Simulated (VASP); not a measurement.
Mg:

```
Mg
1.0
     3.20930    0.00000    0.00000
    -1.60465    2.77934    0.00000
     0.00000    0.00000    5.21030
Mg
2
Direct
  0.66667 0.33333 0.75000
  0.33333 0.66667 0.25000
```

- Program: VASP 6.6.1
- Task: relaxation of cell and atoms
- Functional: PBE
- Potentials or basis: VASP PAW PBE potentials, release 64 (Mg)
- Cutoff: 600 eV
- k mesh: 10 × 10 × 5
- Occupations: fermi-dirac, width 0.05 eV
- Spin: no spin polarisation

At the start: pressure -0.5 GPa; volume 23.24 Å³/atom.

Where does the relaxation end?

Over 6 steps the energy falls by 2.9 meV/atom and the volume is 22.93 Å³/atom (-1.3 %); space group P6_3/mmc (No. 194, to 0.05 Å).

Step by step:
```tsv
step	energy change (eV)	largest force (eV/Å)	pressure (GPa)	volume (Å³)
1	0.0000	0.0000	-0.50	46.47
2	-0.0028	0.0000	-0.12	45.99
3	-0.0044	0.0000	0.44	45.33
4	-0.0054	0.0000	0.32	45.49
5	-0.0054	0.0000	0.33	45.47
6	-0.0058	0.0000	0.02	45.85
```

Final structure:
```
CELL_PARAMETERS angstrom
3.16386 0.00000 0.00000
-1.58193 2.73998 0.00000
0.00000 0.00000 5.28925
ATOMIC_POSITIONS crystal
Mg 0.66667 0.33333 0.75000
Mg 0.33333 0.66667 0.25000
```
